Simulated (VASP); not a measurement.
Runs of VASP 6.6.1 on Sc. The structure is that of space group Im-3m (No. 229), or close to it. The cells are those of the table. 

```tsv
task	cell	cutoff (eV)	gap on the mesh (eV)	pressure (GPa)
relaxation of cell and atoms	relaxed to 40 GPa from a = 3.187 Å, angles 70.5, 109.5, 70.5°, 1 atom	600	none	40.0
single point	a = 2.893 Å, angles 70.5, 109.5, 70.5°, 1 atom	520	none	20.1
single point	a = 2.641 Å, angles 70.5, 109.5, 70.5°, 1 atom	520	none	60.5
relaxation of cell and atoms	relaxed to 60 GPa from a = 3.187 Å, angles 70.5, 109.5, 70.5°, 1 atom	600	none	59.9
single point	a = 2.747 Å, angles 70.5, 109.5, 70.5°, 1 atom	520	none	(a)
```

Alike in all rows: level PBEsol; potentials or basis VASP PAW PBE potentials, release 64 (Sc_sv); no spin polarisation; k mesh 9 × 9 × 9; smearing fermi-dirac 0.1 eV.

Q: Fill in the values left out.

A: (a) 40.3.

Caveats: the PAW data sets were made with another functional, which shifts forces and pressure a little; the cell is relaxed towards a set pressure, so the enthalpy falls and the energy may rise (some runs).

A gap of «none» marks levels without a gap at the run's occupations.
